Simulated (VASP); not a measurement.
# Cu (Cmcm) in VASP: single point with r2SCAN

Aim: the single point of Cu with r2SCAN.

Program: VASP 6.6.1. These are calculated values, not measurements. Logs are shortened: lines on timing, memory, paths and dates and some standing lists are left out, and cuts for length are marked.

### Step 1. The cell of the first run

It takes space group Cmcm (No. 63, orthorhombic). Conventional cell: a = 2.437 Å, b = 7.953 Å, c = 2.475 Å, α = 90.00°, β = 90.00°, γ = 90.00°. Within 3.2 Å of Cu (site symmetry m2m) lie 10 Cu at 2.44 to 2.54 Å.

### Step 2. Single point, r2SCAN

The input, POSCAR:

```
Cu
1.0
    4.1588740000      0.0000000000      0.0000000000
   -3.4449051002      2.3299918022      0.0000000000
    0.0000000000      0.0000000000      2.4754960000
Cu
2
Direct
    0.1338670000      0.8661330000      0.2500000000
    0.8661330000      0.1338670000      0.7500000000
```

The input, INCAR.step1:

```
SYSTEM = Cu
PREC = Accurate
ENCUT = 520
ISMEAR = 1
SIGMA = 0.15
LREAL = .False.
LASPH = .True.
NELM = 100
NBANDS = 18
GGA = PE
ALGO = Normal
EDIFF = 1E-4
LWAVE = .True.
LCHARG = .False.
```

The input, INCAR.step2:

```
SYSTEM = Cu
PREC = Accurate
ENCUT = 520
EDIFF = 1E-6
ISMEAR = 1
SIGMA = 0.15
LREAL = .False.
LASPH = .True.
NELM = 100
ALGO = Normal
ISIF = 2
LWAVE = .False.
LCHARG = .False.
METAGGA = R2SCAN
LMIXTAU = .True.
NBANDS = 18
ISTART = 1
```

The input, KPOINTS:

```
regular mesh
0
Gamma
  14 14 13
  0 0 0
```

Potentials or basis: VASP PAW PBE potentials, release 64 (Cu).

The run is started by

```console
> cat potpaw_PBE.64/Cu/POTCAR > POTCAR
> cp INCAR.step1 INCAR
> mpirun -np 1 vasp_std > vasp.out
> cp INCAR.step2 INCAR
> mpirun -np 1 vasp_std > vasp.out
```

OUTCAR:

```text
SYSTEM = Cu
   PREC = Accurate
   ENCUT = 520
   EDIFF = 1E-6
   ISMEAR = 1
   LREAL = .False.
   LASPH = .True.
   NELM = 100
   ISIF = 2
   METAGGA = R2SCAN
   ISTART = 1

 ion  position               nearest neighbor table
   1  0.134  0.866  0.250-   2 2.46   2 2.46   2 2.54   2 2.54   2 2.54   2 2.54
   2  0.866  0.134  0.750-   1 2.46   1 2.46   1 2.54   1 2.54   1 2.54   1 2.54

  LATTYP: Found a base centered orthorhombic cell.
 ALAT       =     2.4369270379
 B/A-ratio  =     3.2634359885
 C/A-ratio  =     1.0158268842

  Lattice vectors:

 A1 = (   4.1588740000,   0.0000000000,   0.0000000000)
 A2 = (  -3.4449051002,   2.3299918022,   0.0000000000)
 A3 = (   0.0000000000,   0.0000000000,   2.4754960000)

Analysis of symmetry for initial positions (statically):
=====================================================================
 Subroutine PRICEL returns:
 Original cell was already a primitive cell.

 Routine SETGRP: Setting up the symmetry group for a
 base centered orthorhombic supercell.

 Subroutine GETGRP returns: Found  8 space group operations
 (whereof  4 operations were pure point group operations)
 out of a pool of  8 trial point group operations.

The static configuration has the point symmetry C_2h.
 The point group associated with its full space group is D_2h.

Analysis of symmetry for dynamics (positions and initial velocities):
=====================================================================
 Subroutine PRICEL returns:
 Original cell was already a primitive cell.

 Routine SETGRP: Setting up the symmetry group for a
 base centered orthorhombic supercell.

 Subroutine GETGRP returns: Found  8 space group operations
 (whereof  4 operations were pure point group operations)
 out of a pool of  8 trial point group operations.

The dynamic configuration has the point symmetry C_2h.
 The point group associated with its full space group is D_2h.

 Subroutine INISYM returns: Found  8 space group operations
 (whereof  4 operations are pure point group operations),
 and found     1 'primitive' translations

----------------------------------------------------------------------------------------

                                     Primitive cell

  volume of cell :      23.9879

  direct lattice vectors                    reciprocal lattice vectors
     4.158874000  0.000000000  0.000000000     0.240449699  0.355506141  0.000000000
    -3.444905100  2.329991802  0.000000000     0.000000000  0.429186059  0.000000000
     0.000000000  0.000000000  2.475496000     0.000000000  0.000000000  0.403959449
[... 84 lines left out ...]
   EDIFF  = 0.1E-05   stopping-criterion for ELM
   LREAL  =      F    real-space projection
   EDIFFG = 0.1E-04   stopping-criterion for IOM
   NSW    =      0    number of steps for IOM
   IBRION =     -1    ionic relax: 0-MD 1-quasi-New 2-CG
   NFREE  =      0    steps in history (QN), initial steepest desc. (CG)
   ISIF   =      2    stress and relaxation
   ISYM   =      2    0-nonsym 1-usesym 2-fastsym
   POTIM  = 0.5000    time-step for ionic-motion
   TEBEG  =    0.0;   TEEND  =   0.0 temperature during run
   PSTRESS=    0.0 pullay stress
   NELECT =      22.0000    total number of electrons
   NUPDOWN=      -1.0000    fix difference up-down
   EMIN   =  10.00;   EMAX   =-10.00  energy-range for DOS
   EFERMI =   0.00;   METHOD = LEGACY
   ISMEAR =     1;   SIGMA  =   0.15  broadening in eV -4-tet -1-fermi 0-gaus
   EFERMI_NEDOS =   21; number of points for ismear=-14 and -15
   IALGO  =     38    algorithm
   IMIX   =      4    mixing-type and parameters
     AMIX     =   0.40;   BMIX     =  1.00
     AMIX_MAG =   1.60;   BMIX_MAG =  1.00
  volume/ion in A,a.u.               =      11.99        80.94
  Fermi-wavevector in a.u.,A,eV,Ry     =   1.590566  3.005733 34.421366  2.529899
  Thomas-Fermi vector in A             =   2.689241
   LORBIT       =      0    0 simple, 1 ext, 2 COOP (PROOUT), +10 PAW based schemes
   METAGGA = R2SCAN    functional components
   LHFCALC =     F    Hartree Fock is set to
   AEXX    =    0.0000 exact exchange contribution
   IVDW    =     0    specifies the selected vdW correction
   LEPSILON=     F    determine dielectric tensor
   LRPA    =     F    only Hartree local field effects (RPA)
 non-spin polarized calculation
 Methfessel and Paxton  Order N= 1 SIGMA  =   0.15
  energy-cutoff  :      520.00
  volume of cell :       23.99
 maximum number of plane-waves:       672
   NGX = 15   NGY = 15   NGZ =  9

 number of electron      21.9999988 magnetization

 Free energy of the ion-electron system (eV)
  ---------------------------------------------------
  ext. energy  EPLUGINS =         0.00000000
  ---------------------------------------------------
  free energy    TOTEN  =       -21.34862840 eV

  energy without entropy =      -21.34833398  energy(sigma->0) =      -21.34853026

 E-fermi :   7.2173     XC(G=0): -13.5731

 val. band max:        7.2152698035   @ k =   0.5000   0.2143   0.1538
 cond. band min:       7.2195667920   @ k =  -0.4286   0.3571   0.3846
 fundamental gap:      0.0042969886
 Fermi energy:         7.2173276494

 k-point     1 :       0.0000    0.0000    0.0000
  band No.  band energies     occupation
      1      -2.3140      2.00000
      2       2.0977      2.00000
      3       2.8793      2.00000
      4       3.3688      2.00000
      5       4.0939      2.00000
      6       4.3512      2.00000
[... 481 lines left out ...]
      5       4.1298      2.00000
      6       4.2512      2.00000
[... 10 lines left out ...]
     17      28.7629      0.00000
     18      30.0206      0.00000

 [... further k-points ...]

------------------------ aborting loop because EDIFF is reached ----------------------------------------

  FORCE on cell =-STRESS in cart. coord.  units (eV):
  Direction    XX          YY          ZZ          XY          YZ          ZX
  --------------------------------------------------------------------------------------
  -------------------------------------------------------------------------------------
  Total        0.1215035      0.1301347      0.2114180      0.0029189      0.0000000     -0.0000000
  in kB        8.1153450      8.6918303     14.1208273      0.1949554      0.0000000     -0.0000000
  external PRESSURE =      10.3093342 kB  Pullay stress =       0.0000000 kB

 VOLUME and BASIS-vectors are now :
 -----------------------------------------------------------------------------
  energy-cutoff  :      520.00
  volume of cell :       23.99
      direct lattice vectors                 reciprocal lattice vectors
     4.158874000  0.000000000  0.000000000     0.240449699  0.355506141  0.000000000
    -3.444905100  2.329991802  0.000000000     0.000000000  0.429186059  0.000000000
     0.000000000  0.000000000  2.475496000     0.000000000  0.000000000  0.403959449

 POSITION                                       TOTAL-FORCE (eV/Angst)
 -----------------------------------------------------------------------------------
     -2.42701      2.01808      0.61887        -0.013760      0.004216     -0.000000
      3.14098      0.31191      1.85662         0.013760     -0.004216      0.000000
 -----------------------------------------------------------------------------------
    total drift:                                0.000000      0.000000      0.000000

  FREE ENERGIE OF THE ION-ELECTRON SYSTEM (eV)
  ---------------------------------------------------
  free  energy   TOTEN  =       -21.3486283990 eV

  energy  without entropy=      -21.3483339798  energy(sigma->0) =      -21.34853026
```

Wall time 9.5 min (1 thread of Intel Xeon 8259CL, shared host); peak memory 0.27 GiB.

What came out:

```
Free energy            : -21.3486 eV
Pressure               : 1.0 GPa
Largest force          : 0.014 eV/Å
Band gap on the k mesh : zero (bands 11 and 12 overlap by 5.60 eV)
```

Forces on the atoms (eV/Å):
```
Cu  -0.014  0.004  0.000
Cu   0.014 -0.004  0.000
```

Stress tensor (GPa, compression positive):
```
0.81 0.02 0.00
0.02 0.87 0.00
0.00 0.00 1.41
```

Caveat: the PAW data sets were made with another functional, which shifts forces and pressure a little.
